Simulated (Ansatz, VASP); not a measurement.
# Two plane-wave programs on Au

```
Au
1.0
     2.88765    0.00000    0.00000
     0.00000    2.88765    0.00000
     0.00000    0.00000   23.16751
Au
5
Direct
  0.50000 0.50000 0.32373
  0.00000 0.00000 0.41186
  0.50000 0.50000 0.50000
  0.00000 0.00000 0.58814
  0.50000 0.50000 0.67627
```

Alike in both runs: task single point; functional PBEsol; k mesh 12 × 12 × 1; occupations gaussian, width 0.1 eV; no spin polarisation.

```csv
,VASP,Ansatz
version,VASP 6.6.1,Ansatz 0.2.0
potentials or method,"VASP PAW PBE potentials, release 64 (Au), cutoff 520 eV","scalar-relativistic, plane waves, PAW"
valence electrons in the cell,55,95
```

|  | VASP | Ansatz | Ansatz less VASP |
| --- | --- | --- | --- |
| gap on the k mesh at the Fermi level (eV) | none | none | - |
| rms of the force components (eV/Å) | 0.079 | 0.078 | -0.0015 |
| work function, face that differs most (eV) | 5.18 | 5.18 | -0.003 |

VASP's potentials were made for PBE, not for PBEsol. Atom by atom the forces differ by 0.003 eV/Å (rms over components). A gap of «none» marks a metal or a gap that the smearing closes. VASP's potentials hold 55 valence electrons a cell and Ansatz's 95, so a difference there can come from the potentials and not from the codes. Ansatz's warnings: xc potential rough in thin density.

Neither program's run includes spin-orbit coupling.
